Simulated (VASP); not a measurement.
Here is a VASP 6.6.1 calculation.

File INCAR:

```
PREC     = Accurate       # precision mode
ENCUT    = 520            # plane-wave cutoff, eV
EDIFF    = 1E-6           # SCF threshold, eV
ISMEAR   = 1              # smearing method
SIGMA    = 0.1            # smearing width, eV
LREAL    = False          # projectors in reciprocal space
LASPH    = True           # aspherical terms in the spheres
NELM     = 80             # most SCF steps
ALGO     = Normal         # electronic algorithm
ISIF     = 2              # what is computed and relaxed
LWAVE    = False          # write WAVECAR
LCHARG   = True           # write CHGCAR
GGA      = RP             # functional
LELF     = True           # ELF
LVHAR    = True         
NBANDS   = 21             # bands
```

Contents of KPOINTS:

```
Automatic mesh
0
Gamma
  10 10 10
```

The input POSCAR:

```
Sn
1.0
   -2.9196440000      2.9196440000      1.5938000000
    2.9196440000     -2.9196440000      1.5938000000
    2.9196440000      2.9196440000     -1.5938000000
Sn
2
Direct
    0.0000000000      0.0000000000      0.0000000000
    0.7500000000      0.2500000000      0.5000000000
```

Potentials or basis: VASP PAW PBE potentials, release 64 (Sn_d).

The run is started by

```bash
$ cat potpaw_PBE.64/Sn_d/POTCAR > POTCAR
$ mpirun -np 1 vasp_std > vasp.out
```

What does it give for the band gap on the k mesh?

Zero (band 14 reaches 9.55 eV, above the bottom of band 15 at 5.65 eV).

Predict the pressure.

3.8 GPa.

Stress tensor (GPa, compression positive):
```
4.11 0.00 0.00
0.00 4.11 0.00
0.00 0.00 3.21
```

Caveat: the PAW data sets were made with another functional, which shifts forces and pressure a little; spin-orbit coupling is left out, which moves the levels of the heavy elements.
